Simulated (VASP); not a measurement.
# Bi2Te3 (R-3m) in VASP: single point with PBE

Aim: the single point of Bi2Te3 with PBE.

Program: VASP 6.6.1. These are calculated values, not measurements. Logs are shortened: lines on timing, memory, paths and dates and some standing lists are left out, and cuts for length are marked.

**What was measured.**

“Vacancy and Antisite-Induced Ferromagnetism in Liquid-Phase Exfoliated Bi2Te3”, 2024, arxiv:2412.10539 quotes, for a bulk crystal of Bi2Te3: band gap 0.17 eV.

The runs below are set against these values where they give the same quantity.

## (1) The cell of the first run

Symmetry: R-3m, No. 166, trigonal system. Conventional cell: a = 4.469 Å, b = 4.469 Å, c = 29.570 Å, α = 90.00°, β = 90.00°, γ = 120.00°. Within 4.1 Å of Bi (site symmetry 3m) lie 3 Te at 3.14 Å and 3 Bi at 3.42 Å. Within 4.3 Å of Te (site symmetry -3m) lie 6 Te at 3.27 Å. Te (site symmetry 3m) has 3 Bi at 3.14 Å and 3 Te at 3.27 Å within 4.1 Å.

## (2) Single point, PBE

INCAR

```
SYSTEM = Bi2Te3
  ALGO = Normal
  EDIFF = 1E-6
  ENCUT = 520
  GGA = PE
  ISIF = 2
  ISMEAR = 0
  ISYM = 0
  LASPH = .TRUE.
  LCHARG = .FALSE.
  LREAL = .FALSE.
  LWAVE = .FALSE.
  NBANDS = 32
  NELM = 100
  PREC = Accurate
  SIGMA = 0.1
```

KPOINTS

```
k-points
0
G
  9 9 4
  0 0 0
```

POSCAR

```
Bi2Te3
1.0
    4.4688131034      0.0000000000      0.0000000000
   -2.2344065517      3.8701056723      0.0000000000
    2.2344065517      1.2900352241      9.8566645561
Bi Te
2 3
Direct
    0.3806636239      0.1903318119      0.4290045642
    0.1993364926      0.5996682463      0.2009952612
    0.7899990613      0.3949995307      0.8150014080
    0.5928217354      0.7964108677      0.6107673969
   -0.0128209129     -0.0064104565      0.0192313694
```

Potentials or basis: VASP PAW PBE potentials, release 64 (Bi_d, Te).

Run with:

```
> cat potpaw_PBE.64/Bi_d/POTCAR potpaw_PBE.64/Te/POTCAR > POTCAR
> mpirun -np 1 vasp_std > vasp.out
```

OUTCAR:

```text
SYSTEM = Bi2Te3
   EDIFF = 1E-6
   ENCUT = 520
   GGA = PE
   ISIF = 2
   ISMEAR = 0
   ISYM = 0
   LASPH = .TRUE.
   LREAL = .FALSE.
   NELM = 100
   PREC = Accurate

 ion  position               nearest neighbor table
   1  0.381  0.190  0.429-   4 3.14   4 3.14   4 3.14   2 3.42   2 3.42   2 3.42
   2  0.199  0.600  0.201-   5 3.14   5 3.14   5 3.14   1 3.42   1 3.42   1 3.42
   3  0.790  0.395  0.815-   5 3.27   5 3.27   5 3.27   4 3.27   4 3.27   4 3.27
   4  0.593  0.796  0.611-   1 3.14   1 3.14   1 3.14   3 3.27   3 3.27   3 3.27
   5  0.987  0.994  0.019-   2 3.14   2 3.14   2 3.14   3 3.27   3 3.27   3 3.27

IMPORTANT INFORMATION: All symmetrisations will be switched off!
NOSYMM: (Re-)initialisation of all symmetry stuff for point group C_1.

----------------------------------------------------------------------------------------

                                     Primitive cell

  volume of cell :     170.4688

  direct lattice vectors                    reciprocal lattice vectors
     4.468813103  0.000000000  0.000000000     0.223773064  0.129195439 -0.067636132
    -2.234406552  3.870105672  0.000000000     0.000000000  0.258390877 -0.033818066
     2.234406552  1.290035224  9.856664556     0.000000000  0.000000000  0.101454198

  length of vectors
     4.468813103  4.468813103 10.188748681     0.267096409  0.260594526  0.101454198

  position of ions in fractional coordinates (direct lattice)
     0.380663624  0.190331812  0.429004564
     0.199336493  0.599668246  0.200995261
     0.789999061  0.394999531  0.815001408
     0.592821735  0.796410868  0.610767397
     0.987179087  0.993589544  0.019231369

  ion indices of the primitive-cell ions
   primitive index   ion index
                 1           1
                 2           2
                 3           3
                 4           4
                 5           5

----------------------------------------------------------------------------------------

 KPOINTS: k-points

Automatic generation of k-mesh.
 Grid dimensions read from file:
 generate k-points for:    9    9    4

 Generating k-lattice:

  Cartesian coordinates                     Fractional coordinates (reciprocal lattice)
     0.024863674  0.014355049 -0.007515126     0.111111111  0.000000000  0.000000000
     0.000000000  0.028710097 -0.003757563     0.000000000  0.111111111  0.000000000
     0.000000000  0.000000000  0.025363550     0.000000000  0.000000000  0.250000000

  Length of vectors
     0.029677379  0.028954947  0.025363550

  Shift w.r.t. Gamma in fractional coordinates (k-lattice)
     0.000000000  0.000000000  0.000000000

 -----------------------------------------------------------------------------
|                                                                             |
|           W    W    AA    RRRRR   N    N  II  N    N   GGGG   !!!           |
|           W    W   A  A   R    R  NN   N  II  NN   N  G    G  !!!           |
|           W    W  A    A  R    R  N N  N  II  N N  N  G       !!!           |
|           W WW W  AAAAAA  RRRRR   N  N N  II  N  N N  G  GGG   !            |
|           WW  WW  A    A  R   R   N   NN  II  N   NN  G    G                |
|           W    W  A    A  R    R  N    N  II  N    N   GGGG   !!!           |
|                                                                             |
|     Your reciprocal lattice and k-lattice belong to different lattice       |
|     classes:                                                                |
|                                                                             |
|        The reciprocal lattice is rhombohedral (trigonal),                   |
|        whereas your k-lattice is base-centered monoclinic.                  |
|                                                                             |
|     Results are often still useful ...                                      |
|                                                                             |
 -----------------------------------------------------------------------------

 WARNING: IBZKPT: internal override: KBLOWUP is changed to .FALSE.
      ... skipping the blow-up phase ...

 Subroutine IBZKPT returns following result:
 ===========================================

 Found    163 irreducible k-points:

 Following reciprocal coordinates:
            Coordinates               Weight
  0.000000  0.000000  0.000000      1.000000
  0.111111  0.000000 -0.000000      2.000000
  0.222222 -0.000000 -0.000000      2.000000
  0.333333 -0.000000 -0.000000      2.000000
  0.444444 -0.000000 -0.000000      2.000000
  0.000000  0.111111  0.000000      2.000000
[... 16 lines left out ...]
 -0.111111  0.222222  0.000000      2.000000
  0.000000  0.333333  0.000000      2.000000
 [... further k-points ...]
   k-points           NKPTS =    163   k-points in BZ     NKDIM =    163   number of bands    NBANDS=     32
   number of dos      NEDOS =    301   number of ions     NIONS =      5
   total plane-waves  NPLWV = 103680
   dimension x,y,z NGX =    36 NGY =   36 NGZ =   80
   dimension x,y,z NGXF=    72 NGYF=   72 NGZF=  160
   ions per type =               2   3
   NGX,Y,Z   is equivalent  to a cutoff of  13.39, 13.39, 13.05 a.u.
   NGXF,Y,Z  is equivalent  to a cutoff of  26.78, 26.78, 26.11 a.u.
 SYSTEM =  Bi2Te3
   PREC   = accura    normal or accurate (medium, high low for compatibility)
   ISTART =      0    job   : 0-new  1-cont  2-samecut
   ICHARG =      2    charge: 1-file 2-atom 10-const
   ISPIN  =      1    spin polarized calculation?
   LNONCOLLINEAR =      F non collinear calculations
   LSORBIT =      F    spin-orbit coupling
   LASPH  =      T    aspherical Exc in radial PAW
   ENCUT  =  520.0 eV  38.22 Ry    6.18 a.u.   8.31  8.31 18.94*2*pi/ulx,y,z
   NELM   =    100;   NELMIN=  2; NELMDL= -5     # of ELM steps
   EDIFF  = 0.1E-05   stopping-criterion for ELM
   LREAL  =      F    real-space projection
   EDIFFG = 0.1E-04   stopping-criterion for IOM
   NSW    =      0    number of steps for IOM
   IBRION =     -1    ionic relax: 0-MD 1-quasi-New 2-CG
   NFREE  =      0    steps in history (QN), initial steepest desc. (CG)
   ISIF   =      2    stress and relaxation
   ISYM   =      0    0-nonsym 1-usesym 2-fastsym
   POTIM  = 0.5000    time-step for ionic-motion
   TEBEG  =    0.0;   TEEND  =   0.0 temperature during run
   PSTRESS=    0.0 pullay stress
   NELECT =      48.0000    total number of electrons
   NUPDOWN=      -1.0000    fix difference up-down
   EMIN   =  10.00;   EMAX   =-10.00  energy-range for DOS
   EFERMI =   0.00;   METHOD = LEGACY
   ISMEAR =     0;   SIGMA  =   0.10  broadening in eV -4-tet -1-fermi 0-gaus
   EFERMI_NEDOS =   21; number of points for ismear=-14 and -15
   IALGO  =     38    algorithm
   IMIX   =      4    mixing-type and parameters
     AMIX     =   0.40;   BMIX     =  1.00
     AMIX_MAG =   1.60;   BMIX_MAG =  1.00
  volume/ion in A,a.u.               =      34.09       230.08
  Fermi-wavevector in a.u.,A,eV,Ry     =   1.073018  2.027710 15.665301  1.151367
  Thomas-Fermi vector in A             =   2.208805
   LORBIT       =      0    0 simple, 1 ext, 2 COOP (PROOUT), +10 PAW based schemes
   GGA     = PE    functional components
   LHFCALC =     F    Hartree Fock is set to
   AEXX    =    0.0000 exact exchange contribution
   IVDW    =     0    specifies the selected vdW correction
   LEPSILON=     F    determine dielectric tensor
   LRPA    =     F    only Hartree local field effects (RPA)
 non-spin polarized calculation
 Gauss-broadening in eV      SIGMA  =   0.10
  energy-cutoff  :      520.00
  volume of cell :      170.47
 maximum number of plane-waves:      4628
 NGX is ok and might be reduce to    36
   NGX = 17   NGY = 17   NGZ = 37

 number of electron      48.0000002 magnetization

 Free energy of the ion-electron system (eV)
  ---------------------------------------------------
  ext. energy  EPLUGINS =         0.00000000
  ---------------------------------------------------
  free energy    TOTEN  =       -17.15417868 eV

  energy without entropy =      -17.14774417  energy(sigma->0) =      -17.15096142

 E-fermi :   6.2600     XC(G=0):  -9.3463

 val. band max:        6.2394374194   @ k =  -0.2222   0.4444   0.0000
 cond. band min:       6.2655802511   @ k =   0.2222  -0.0000   0.2500
 fundamental gap:      0.0261428317
 Fermi energy:         6.2600047737

 k-point     1 :       0.0000    0.0000    0.0000
  band No.  band energies     occupation
      1     -16.7087      2.00000
      2     -16.7074      2.00000
      3     -16.6589      2.00000
      4     -16.6586      2.00000
      5     -16.6561      2.00000
      6     -16.6116      2.00000
[... 24 lines left out ...]
     31      10.7815      0.00000
     32      11.0920      0.00000

 k-point     2 :       0.1111    0.0000   -0.0000
  band No.  band energies     occupation
      1     -16.7068      2.00000
      2     -16.7067      2.00000
      3     -16.6586      2.00000
      4     -16.6566      2.00000
      5     -16.6539      2.00000
      6     -16.6125      2.00000
[... 24 lines left out ...]
     31      10.4984      0.00000
     32      10.9014      0.00000

 k-point     3 :       0.2222   -0.0000   -0.0000
  band No.  band energies     occupation
      1     -16.7054      2.00000
      2     -16.7006      2.00000
      3     -16.6598      2.00000
      4     -16.6503      2.00000
      5     -16.6462      2.00000
      6     -16.6164      2.00000
[... 24 lines left out ...]
     31       9.8277      0.00000
     32      11.3616      0.00000

 k-point     4 :       0.3333   -0.0000   -0.0000
  band No.  band energies     occupation
      1     -16.7040      2.00000
      2     -16.6911      2.00000
      3     -16.6610      2.00000
      4     -16.6415      2.00000
      5     -16.6362      2.00000
      6     -16.6266      2.00000
[... 654 lines left out ...]
     31       9.7942      0.00000
     32      11.3923      0.00000

 k-point    23 :      -0.1111    0.2222    0.0000
  band No.  band energies     occupation
      1     -16.7074      2.00000
      2     -16.7011      2.00000
      3     -16.6588      2.00000
      4     -16.6552      2.00000
      5     -16.6463      2.00000
      6     -16.6144      2.00000
[... 24 lines left out ...]
     31      10.3144      0.00000
     32      10.5529      0.00000

 k-point    24 :       0.0000    0.3333    0.0000
  band No.  band energies     occupation
      1     -16.7050      2.00000
      2     -16.6902      2.00000
      3     -16.6618      2.00000
      4     -16.6412      2.00000
      5     -16.6354      2.00000
      6     -16.6259      2.00000
[... 24 lines left out ...]
     31      10.2271      0.00000
     32      10.9797      0.00000

 [... further k-points ...]

------------------------ aborting loop because EDIFF is reached ----------------------------------------

  FORCE on cell =-STRESS in cart. coord.  units (eV):
  Direction    XX          YY          ZZ          XY          YZ          ZX
  --------------------------------------------------------------------------------------
  -------------------------------------------------------------------------------------
  Total       -0.1673482     -0.0637000     -0.0000786     -0.0897692      0.0274303      0.0474981
  in kB       -1.5728478     -0.5986945     -0.0007383     -0.8437092      0.2578080      0.4464183
  external PRESSURE =      -0.7240935 kB  Pullay stress =       0.0000000 kB

 VOLUME and BASIS-vectors are now :
 -----------------------------------------------------------------------------
  energy-cutoff  :      520.00
  volume of cell :      170.47
      direct lattice vectors                 reciprocal lattice vectors
     4.468813103  0.000000000  0.000000000     0.223773064  0.129195439 -0.067636132
    -2.234406552  3.870105672  0.000000000     0.000000000  0.258390877 -0.033818066
     2.234406552  1.290035224  9.856664556     0.000000000  0.000000000  0.101454198

 POSITION                                       TOTAL-FORCE (eV/Angst)
 -----------------------------------------------------------------------------------
      2.23441      1.29004      4.22855        -0.007364     -0.004257     -0.015531
      0.00000      2.58007      1.98114         0.007519      0.004342      0.015408
      4.46881      2.58007      8.03320        -0.000042     -0.000023      0.000023
      2.23441      3.87011      6.02013         0.012608      0.007280      0.011697
      2.23441      3.87011      0.18956        -0.012721     -0.007342     -0.011597
 -----------------------------------------------------------------------------------
    total drift:                                0.000307      0.000170     -0.000176

  FREE ENERGIE OF THE ION-ELECTRON SYSTEM (eV)
  ---------------------------------------------------
  free  energy   TOTEN  =       -17.1541786800 eV

  energy  without entropy=      -17.1477441676  energy(sigma->0) =      -17.15096142
```

Run time: 5.4 min. Hardware: 1 thread of Intel Xeon 6975P-C (Granite Rapids), shared host; peak memory 0.84 GiB.

What came out:

```yaml
Free_energy: -17.1542 eV
Pressure: -0.1 GPa
Largest_force: 0.019 eV/Å
Band_gap_on_the_k_mesh: zero (band 24 reaches 6.27 eV, above the bottom of band 25 at 6.17 eV)
```

Forces on the atoms (eV/Å):
```
Bi  -0.007 -0.004 -0.016
Bi   0.008  0.004  0.015
Te   0.000  0.000  0.000
Te   0.013  0.007  0.012
Te  -0.013 -0.007 -0.012
```

Stress tensor (GPa, compression positive):
```
-0.16 -0.08  0.04
-0.08 -0.06  0.03
 0.04  0.03  0.00
```

Caveat: spin-orbit coupling is left out, which moves the levels of the heavy elements.

## (3) Against experiment

Step 2. Measured gap of Bi2Te3: 0.17 eV (quoted in “Vacancy and Antisite-Induced Ferromagnetism in Liquid-Phase Exfoliated Bi2Te3”, 2024, arxiv:2412.10539). This calculation gives 0.00 eV (-0.17 eV). Spin-orbit coupling on Bi, Te is left out. The value is that of PBE on a finite k mesh, which can miss the band edges, without temperature or zero-point motion. Semilocal functionals fall short of measured gaps as a rule.
